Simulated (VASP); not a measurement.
# Si3C3N8 (Pm) in VASP: single point with r2SCAN

Aim: the single point of Si3C3N8 with r2SCAN.

Everything below comes from runs of VASP 6.6.1. Logs are shortened: lines on timing, memory, paths and dates and some standing lists are left out, and cuts for length are marked.

## Step 1: The cell of the first run

The structure is monoclinic, space group Pm (No. 6). The conventional cell has a = 6.959 Å, b = 2.711 Å, c = 7.045 Å, α = 90.00°, β = 118.89°, γ = 90.00°. Within 2.2 Å of Si (site symmetry m) lie 4 N at 1.63 to 1.68 Å. Si (site symmetry m) has 4 N at 1.65 to 1.72 Å within 2.2 Å. Within 2.2 Å of Si (site symmetry m) lie 4 N at 1.63 to 1.72 Å. Within 1.9 Å of C (site symmetry m) lie 4 N at 1.42 to 1.64 Å. C (site symmetry m) has 4 N at 1.52 to 1.58 Å within 2.0 Å. C (site symmetry m) has 4 N at 1.49 to 1.63 Å within 2.0 Å. Within 2.0 Å of N (site symmetry m) lie 2 C at 1.47 to 1.52 Å and 1 Si at 1.68 Å. N (site symmetry m) has 1 C at 1.49 Å and 2 Si at 1.70 to 1.72 Å within 2.0 Å.

## Step 2: Single point, r2SCAN

Contents of POSCAR:

```
Si3C3N8
1.0
    7.1193023917      0.0000000000      0.0494991911
    0.0000000000      2.7106110899      0.0000000000
   -3.5170467072      0.0000000000      6.0044874316
Si C N
3 3 8
Direct
    0.5792750031      0.5000000000      0.8183318553
    0.8313249333      0.0000000000      0.2359270115
    0.7800495756      0.0000000000      0.5997805301
    0.2240873914      0.5000000000      0.4049915085
    0.1889581090      0.5000000000      0.7739386743
    0.3986603176      0.0000000000      0.1775485684
    0.3103687568      0.5000000000      0.6453467549
    0.6390777728      0.0000000000      0.3173800535
    0.7204487278      0.5000000000      0.6893281796
    0.6510506611      0.0000000000      0.9694925894
    0.0571997380      0.0000000000      0.7085028069
    0.9934892321      0.5000000000      0.2978323783
    0.3051969984      0.0000000000      0.3348781978
    0.3208127831      0.5000000000      0.0267208912
```

Contents of INCAR.step1:

```
  PREC = Accurate
  ENCUT = 520
  ISMEAR = -1
  SIGMA = 0.02
  LREAL = False
  LASPH = True
  NELM = 100
  NBANDS = 45
  GGA = PE
  ALGO = Normal
  EDIFF = 1E-4
  LWAVE = True
  LCHARG = False
```

Contents of INCAR.step2:

```
  PREC = Accurate
  ENCUT = 520
  EDIFF = 1E-6
  ISMEAR = -1
  SIGMA = 0.02
  LREAL = False
  LASPH = True
  NELM = 100
  ALGO = Normal
  ISIF = 2
  LWAVE = False
  LCHARG = False
  METAGGA = R2SCAN
  LMIXTAU = True
  NBANDS = 45
  ISTART = 1
```

Contents of KPOINTS:

```
regular mesh
0
Gamma
  4 8 4
```

Potentials or basis: VASP PAW PBE potentials, release 64 (Si, C, N).

Started as:

```console
$ cat potpaw_PBE.64/Si/POTCAR potpaw_PBE.64/C/POTCAR potpaw_PBE.64/N/POTCAR > POTCAR
$ cp INCAR.step1 INCAR
$ mpirun -np 1 vasp_std > vasp.out
$ cp INCAR.step2 INCAR
$ mpirun -np 1 vasp_std > vasp.out
```

OUTCAR:

```text
PREC = Accurate
   ENCUT = 520
   EDIFF = 1E-6
   ISMEAR = -1
   LREAL = False
   LASPH = True
   NELM = 100
   ISIF = 2
   METAGGA = R2SCAN
   ISTART = 1

 ion  position               nearest neighbor table
   1  0.579  0.500  0.818-  10 1.63  10 1.63   9 1.65   7 1.68   2 2.88   2 2.88   3 2.89   3 2.89

   2  0.831  0.000  0.236-  10 1.65  12 1.69  12 1.69   8 1.72   3 2.73   1 2.88   1 2.88
   3  0.780  0.000  0.600-   9 1.63   9 1.63   8 1.70  11 1.72   2 2.73   1 2.89   1 2.89
   4  0.224  0.500  0.405-  12 1.42   7 1.47  13 1.64  13 1.64
   5  0.189  0.500  0.774-   7 1.52  14 1.53  11 1.58  11 1.58
   6  0.399  0.000  0.178-   8 1.49  13 1.54  14 1.63  14 1.63
   7  0.310  0.500  0.645-   4 1.47   5 1.52   1 1.68
   8  0.639  0.000  0.317-   6 1.49   3 1.70   2 1.72
   9  0.720  0.500  0.689-   3 1.63   3 1.63   1 1.65
  10  0.651  0.000  0.969-   1 1.63   1 1.63   2 1.65
  11  0.057  0.000  0.709-   5 1.58   5 1.58   3 1.72
  12  0.993  0.500  0.298-   4 1.42   2 1.69   2 1.69
  13  0.305  0.000  0.335-   6 1.54   4 1.64   4 1.64
  14  0.321  0.500  0.027-   5 1.53   6 1.63   6 1.63

  LATTYP: Found a simple monoclinic cell.
 ALAT       =     6.9586986468
 B/A-ratio  =     0.3895284489
 C/A-ratio  =     1.0123506874
 COS(beta)  =    -0.4830892739

  Lattice vectors:

 A1 = (  -3.5170467072,   0.0000000000,   6.0044874316)
 A2 = (   0.0000000000,   2.7106110899,   0.0000000000)
 A3 = (  -3.6022556845,   0.0000000000,  -6.0539866227)

Analysis of symmetry for initial positions (statically):
=====================================================================
 Subroutine PRICEL returns:
 Original cell was already a primitive cell.

 Routine SETGRP: Setting up the symmetry group for a
 simple monoclinic supercell.

 Subroutine GETGRP returns: Found  2 space group operations
 (whereof  2 operations were pure point group operations)
 out of a pool of  4 trial point group operations.

The static configuration has the point symmetry C_1h.

Analysis of symmetry for dynamics (positions and initial velocities):
=====================================================================
 Subroutine PRICEL returns:
 Original cell was already a primitive cell.

 Routine SETGRP: Setting up the symmetry group for a
 simple monoclinic supercell.

 Subroutine GETGRP returns: Found  2 space group operations
 (whereof  2 operations were pure point group operations)
 out of a pool of  4 trial point group operations.

The dynamic configuration has the point symmetry C_1h.

 Subroutine INISYM returns: Found  2 space group operations
 (whereof  2 operations are pure point group operations),
 and found     1 'primitive' translations

----------------------------------------------------------------------------------------

                                     Primitive cell

  volume of cell :     116.3444

  direct lattice vectors                    reciprocal lattice vectors
     7.119302392  0.000000000  0.049499191     0.139893482  0.000000000  0.081940701
     0.000000000  2.710611090  0.000000000     0.000000000  0.368920501  0.000000000
    -3.517046707  0.000000000  6.004487432    -0.001153240  0.000000000  0.165866614

  length of vectors
     7.119474469  2.710611090  6.958698647     0.162124843  0.368920501  0.165870623

  position of ions in fractional coordinates (direct lattice)
     0.579275003  0.500000000  0.818331855
     0.831324933  0.000000000  0.235927012
     0.780049576  0.000000000  0.599780530
     0.224087391  0.500000000  0.404991508
     0.188958109  0.500000000  0.773938674
     0.398660318  0.000000000  0.177548568
     0.310368757  0.500000000  0.645346755
     0.639077773  0.000000000  0.317380054
     0.720448728  0.500000000  0.689328180
     0.651050661  0.000000000  0.969492589
     0.057199738  0.000000000  0.708502807
     0.993489232  0.500000000  0.297832378
     0.305196998  0.000000000  0.334878198
     0.320812783  0.500000000  0.026720891

  ion indices of the primitive-cell ions
   primitive index   ion index
                 1           1
                 2           2
                 3           3
                 4           4
                 5           5
                 6           6
                 7           7
                 8           8
                 9           9
                10          10
                11          11
                12          12
                13          13
                14          14

----------------------------------------------------------------------------------------

 KPOINTS: regular mesh

Automatic generation of k-mesh.
 Grid dimensions read from file:
 generate k-points for:    4    8    4

 Generating k-lattice:

  Cartesian coordinates                     Fractional coordinates (reciprocal lattice)
     0.034973371  0.000000000  0.020485175     0.250000000  0.000000000 -0.000000000
     0.000000000  0.046115063  0.000000000     0.000000000  0.125000000  0.000000000
    -0.000288310  0.000000000  0.041466654     0.000000000  0.000000000  0.250000000

  Length of vectors
     0.040531211  0.046115063  0.041467656

  Shift w.r.t. Gamma in fractional coordinates (k-lattice)
     0.000000000  0.000000000  0.000000000

 Subroutine IBZKPT returns following result:
 ===========================================

 Found     50 irreducible k-points:

 Following reciprocal coordinates:
            Coordinates               Weight
  0.000000  0.000000  0.000000      1.000000
  0.250000  0.000000  0.000000      2.000000
  0.500000  0.000000  0.000000      1.000000
  0.000000  0.125000  0.000000      2.000000
  0.250000  0.125000  0.000000      4.000000
  0.500000  0.125000  0.000000      2.000000
[... 16 lines left out ...]
 -0.250000  0.125000  0.250000      4.000000
  0.000000  0.250000  0.250000      4.000000
 [... further k-points ...]
   k-points           NKPTS =     50   k-points in BZ     NKDIM =     50   number of bands    NBANDS=     45
   number of dos      NEDOS =    301   number of ions     NIONS =     14
   total plane-waves  NPLWV =  58320
   dimension x,y,z NGX =    54 NGY =   20 NGZ =   54
   dimension x,y,z NGXF=   108 NGYF=   40 NGZF=  108
   ions per type =               3   3   8
   NGX,Y,Z   is equivalent  to a cutoff of  12.61, 12.27, 12.90 a.u.
   NGXF,Y,Z  is equivalent  to a cutoff of  25.22, 24.53, 25.80 a.u.
 SYSTEM =  unknown system
   PREC   = accura    normal or accurate (medium, high low for compatibility)
   ISTART =      1    job   : 0-new  1-cont  2-samecut
   ICHARG =      0    charge: 1-file 2-atom 10-const
   ISPIN  =      1    spin polarized calculation?
   LNONCOLLINEAR =      F non collinear calculations
   LSORBIT =      F    spin-orbit coupling
   LASPH  =      T    aspherical Exc in radial PAW
   ENCUT  =  520.0 eV  38.22 Ry    6.18 a.u.  13.24  5.04 12.94*2*pi/ulx,y,z
   NELM   =    100;   NELMIN=  2; NELMDL=  0     # of ELM steps
   EDIFF  = 0.1E-05   stopping-criterion for ELM
   LREAL  =      F    real-space projection
   EDIFFG = 0.1E-04   stopping-criterion for IOM
   NSW    =      0    number of steps for IOM
   IBRION =     -1    ionic relax: 0-MD 1-quasi-New 2-CG
   NFREE  =      0    steps in history (QN), initial steepest desc. (CG)
   ISIF   =      2    stress and relaxation
   ISYM   =      2    0-nonsym 1-usesym 2-fastsym
   POTIM  = 0.5000    time-step for ionic-motion
   TEBEG  =    0.0;   TEEND  =   0.0 temperature during run
   PSTRESS=    0.0 pullay stress
   NELECT =      64.0000    total number of electrons
   NUPDOWN=      -1.0000    fix difference up-down
   EMIN   =  10.00;   EMAX   =-10.00  energy-range for DOS
   EFERMI =   0.00;   METHOD = LEGACY
   ISMEAR =    -1;   SIGMA  =   0.02  broadening in eV -4-tet -1-fermi 0-gaus
   EFERMI_NEDOS =   21; number of points for ismear=-14 and -15
   IALGO  =     38    algorithm
   IMIX   =      4    mixing-type and parameters
     AMIX     =   0.40;   BMIX     =  1.00
     AMIX_MAG =   1.60;   BMIX_MAG =  1.00
  volume/ion in A,a.u.               =       8.31        56.08
  Fermi-wavevector in a.u.,A,eV,Ry     =   1.341383  2.534847 24.481091  1.799309
  Thomas-Fermi vector in A             =   2.469621
   LORBIT       =      0    0 simple, 1 ext, 2 COOP (PROOUT), +10 PAW based schemes
   METAGGA = R2SCAN    functional components
   LHFCALC =     F    Hartree Fock is set to
   AEXX    =    0.0000 exact exchange contribution
   IVDW    =     0    specifies the selected vdW correction
   LEPSILON=     F    determine dielectric tensor
   LRPA    =     F    only Hartree local field effects (RPA)
 non-spin polarized calculation
  energy-cutoff  :      520.00
  volume of cell :      116.34
 maximum number of plane-waves:      3166
 NGX is ok and might be reduce to    54
   NGX = 27   NGY = 11   NGZ = 25

 number of electron      64.0000005 magnetization

 Free energy of the ion-electron system (eV)
  ---------------------------------------------------
  ext. energy  EPLUGINS =         0.00000000
  ---------------------------------------------------
  free energy    TOTEN  =      -129.96247800 eV

  energy without entropy =     -129.96247800  energy(sigma->0) =     -129.96247800

 E-fermi :   7.7702     XC(G=0): -12.2496

 val. band max:        7.3162420838   @ k =   0.0000   0.1250   0.0000
 cond. band min:       9.8335525486   @ k =   0.0000   0.0000   0.0000
 fundamental gap:      2.5173104648
 Fermi energy:         7.7701785233

 k-point     1 :       0.0000    0.0000    0.0000
  band No.  band energies     occupation
      1     -14.9570      2.00000
      2     -13.1947      2.00000
      3     -12.6888      2.00000
      4     -12.1211      2.00000
      5     -11.0683      2.00000
      6     -10.9545      2.00000
[... 1117 lines left out ...]
     43      15.6506      0.00000
     44      16.1918      0.00000

 [... further k-points ...]

 [bands above 44 left out]

------------------------ aborting loop because EDIFF is reached ----------------------------------------

  FORCE on cell =-STRESS in cart. coord.  units (eV):
  Direction    XX          YY          ZZ          XY          YZ          ZX
  --------------------------------------------------------------------------------------
  -------------------------------------------------------------------------------------
  Total        0.1679293      0.1222908      0.2510079      0.0000000      0.0000000     -0.0331230
  in kB        2.3125514      1.6840642      3.4566258      0.0000000      0.0000000     -0.4561369
  external PRESSURE =       2.4844138 kB  Pullay stress =       0.0000000 kB

 VOLUME and BASIS-vectors are now :
 -----------------------------------------------------------------------------
  energy-cutoff  :      520.00
  volume of cell :      116.34
      direct lattice vectors                 reciprocal lattice vectors
     7.119302392  0.000000000  0.049499191     0.139893482  0.000000000  0.081940701
     0.000000000  2.710611090  0.000000000     0.000000000  0.368920501  0.000000000
    -3.517046707  0.000000000  6.004487432    -0.001153240  0.000000000  0.165866614

 POSITION                                       TOTAL-FORCE (eV/Angst)
 -----------------------------------------------------------------------------------
      1.24592      1.35531      4.94234         0.001221      0.000000      0.001162
      5.08869      0.00000      1.45777         0.010951      0.000000     -0.012250
      3.44395      0.00000      3.63999        -0.001066      0.000000      0.016763
      0.17097      1.35531      2.44286         0.069614      0.000000     -0.011262
     -1.37673      1.35531      4.65646        -0.017842      0.000000     -0.000904
      2.21374      0.00000      1.08582        -0.012187      0.000000     -0.033627
     -0.06011      1.35531      3.89034         0.040052      0.000000      0.045744
      3.43355      0.00000      1.93734         0.066247      0.000000      0.051493
      2.70469      1.35531      4.17472        -0.000338      0.000000     -0.008982
      1.22528      0.00000      5.85353        -0.002439      0.000000     -0.011450
     -2.08462      0.00000      4.25703        -0.044863      0.000000     -0.031421
      6.02546      1.35531      1.83751        -0.095331      0.000000     -0.033939
      0.99501      0.00000      2.02588        -0.012666      0.000000      0.009423
      2.18998      1.35531      0.17633        -0.001352      0.000000      0.019251
 -----------------------------------------------------------------------------------
    total drift:                                0.000229     -0.000000     -0.000359

  FREE ENERGIE OF THE ION-ELECTRON SYSTEM (eV)
  ---------------------------------------------------
  free  energy   TOTEN  =      -129.9624780036 eV

  energy  without entropy=     -129.9624780036  energy(sigma->0) =     -129.96247800
```

It took 7.4 min on 1 thread of Intel Xeon 6975P-C (Granite Rapids), shared host; peak memory 0.37 GiB.

What came out:

```
Free energy            : -129.9625 eV
Pressure               : 0.2 GPa
Largest force          : 0.101 eV/Å
Band gap on the k mesh : 2.52 eV, indirect (least direct gap 2.81 eV)
```

Forces on the atoms (eV/Å):
```
Si   0.001  0.000  0.001
Si   0.011  0.000 -0.012
Si  -0.001  0.000  0.017
C    0.070  0.000 -0.011
C   -0.018  0.000 -0.001
C   -0.012  0.000 -0.034
N    0.040  0.000  0.046
N    0.066  0.000  0.051
N    0.000  0.000 -0.009
N   -0.002  0.000 -0.011
N   -0.045  0.000 -0.031
N   -0.095  0.000 -0.034
N   -0.013  0.000  0.009
N   -0.001  0.000  0.019
```

Caveat: the PAW data sets were made with another functional, which shifts forces and pressure a little. r2SCAN opens gaps a little over a GGA but as a rule still falls short of measured ones.
